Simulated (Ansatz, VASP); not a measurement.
**One calculation of SrO, two programs**

File POSCAR:

```
SrO
1.0
    0.0000000000      2.5663000000      2.5663000000
    2.5663000000      0.0000000000      2.5663000000
    2.5663000000      2.5663000000      0.0000000000
Sr O
1 1
Direct
    0.5000000000      0.5000000000      0.5000000000
    0.0000000000      0.0000000000      0.0000000000
```

INCAR.step1

```
SYSTEM = SrO
PREC     = Accurate       ! precision mode
ENCUT    = 520            ! plane-wave cutoff, eV
EDIFF    = 1E-5           ! SCF threshold, eV
ISMEAR   = -1             ! smearing method
SIGMA    = 0.05           ! smearing width, eV
LREAL    = .False.        ! projectors in reciprocal space
LASPH    = .True.         ! aspherical terms in the spheres
NELM     = 60             ! most SCF steps
ALGO     = Normal         ! electronic algorithm
ISIF     = 2              ! what is computed and relaxed
LWAVE    = .True.         ! write WAVECAR
LCHARG   = .False.        ! write CHGCAR
GGA      = PE             ! functional
NBANDS   = 15             ! bands
```

The input INCAR.step2:

```
SYSTEM = SrO
PREC     = Accurate       ! precision mode
ENCUT    = 520            ! plane-wave cutoff, eV
EDIFF    = 1E-6           ! SCF threshold, eV
ISMEAR   = -1             ! smearing method
SIGMA    = 0.05           ! smearing width, eV
LREAL    = .False.        ! projectors in reciprocal space
LASPH    = .True.         ! aspherical terms in the spheres
NELM     = 60             ! most SCF steps
ALGO     = Normal         ! electronic algorithm
ISIF     = 2              ! what is computed and relaxed
LWAVE    = .False.        ! write WAVECAR
LCHARG   = .False.        ! write CHGCAR
GGA      = PE             ! functional
LHFCALC  = .True.         ! exact exchange
AEXX     = 0.25           ! exact-exchange fraction
PRECFOCK = Normal       
ISTART   = 1            
NBANDS   = 15             ! bands
```

The input KPOINTS:

```
regular mesh
0
Gamma
  5 5 5
  0 0 0
```

Contents of input.yaml:

```yaml
crystal:
  lattice:
    - [0.0, 2.5663, 2.5663]
    - [2.5663, 0.0, 2.5663]
    - [2.5663, 2.5663, 0.0]
  atoms:
    - { symbol: Sr, position: [0.5, 0.5, 0.5] }
    - { symbol: O, position: [0.0, 0.0, 0.0] }
hamiltonian:
  xc: { exchange: pbe, correlation: pbe, exx: { coeff: 0.25 } }
  pseudopotentials: { kind: paw }
kpoints:
  mp_grid: { grid: [5, 5, 5] }
scf:
  occupations: { method: fermi_dirac, width: 0.05 }
output:
  forces: true
  stress: true
  eigenvalues: true
  write_density: true
  write_potential: true
  elf: true
  volumetric_format: npy
```

Alike in both runs: task single point; functional PBE-based global hybrid; k mesh 5 × 5 × 5; occupations fermi-dirac, width 0.05 eV; no spin polarisation.

|  | VASP | Ansatz |
| --- | --- | --- |
| version | VASP 6.6.1 | Ansatz 0.2.0 |
| potentials or method | VASP PAW PBE potentials, release 64 (Sr_sv, O) | Ansatz PAW |
| plane-wave cutoff (eV) | 520 | 420 |
| valence electrons in the cell | 16 | 16 |

Ansatz gave:

```
gap on the k mesh at the Fermi level (eV) : 5.72
least direct gap on the mesh (eV)         : 5.84
pressure (GPa)                            : 1.1
```

Question: Estimate VASP's values.

Answer: gap on the k mesh at the Fermi level (eV): 5.69; least direct gap on the mesh (eV): 5.81; pressure (GPa): 1.6.

VASP's potentials were made for PBE, not for PBE-based global hybrid. With one functional, cell and mesh, what is left measures potentials, basis and numerics.

The k mesh is coarse, so the values compare programs but aren't converged. Noted on Ansatz's run: odd divisions of the mesh miss points on the zone boundary, where band edges often lie, so the gap on the mesh can be too wide.
